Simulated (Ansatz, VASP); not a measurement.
## Two plane-wave programs on Sb2Se3

```
Sb Se
1.0
     2.71238   -4.18199    0.00000
     2.71238    4.18199    0.00000
     0.00000    0.00000    7.73982
Sb Se
2 3
Direct
  0.00000 0.00000 0.25036
  0.00000 0.00000 0.74964
  0.85742 0.14258 0.50000
  0.14258 0.85742 0.50000
  0.50000 0.50000 0.50000
```

Alike in both runs: task relaxation of cell and atoms; functional PBE; k mesh 3 × 3 × 2; occupations gaussian, width 0.15 eV; no spin polarisation.

|  | VASP | Ansatz |
| --- | --- | --- |
| version | VASP 6.6.1 | Ansatz 0.2.0 |
| potentials or method | VASP PAW PBE potentials, release 64 (Sb, Se), cutoff 500 eV | scalar-relativistic, plane waves, PAW |
| valence electrons in the cell | 28 | 78 |

VASP gave:

* gap on the k mesh at the Fermi level, each at its own relaxed structure (eV): none
* relaxed volume (Å³/atom): 42.89
* relaxed cell length with the largest relative difference (Å): 7.287

Which values does Ansatz return?

gap on the k mesh at the Fermi level, each at its own relaxed structure (eV): none; relaxed volume (Å³/atom): 43.85; relaxed cell length with the largest relative difference (Å): 7.513.

A gap of «none» marks a metal or a gap that the smearing closes. VASP's potentials hold 28 valence electrons a cell and Ansatz's 78, so a difference there can come from the potentials and not from the codes.

The k mesh is coarse, so the values compare programs but aren't converged. Spin-orbit coupling is off throughout. Noted on VASP's run: the volume moved by over 15 % at a fixed basis, so the end points are rough.
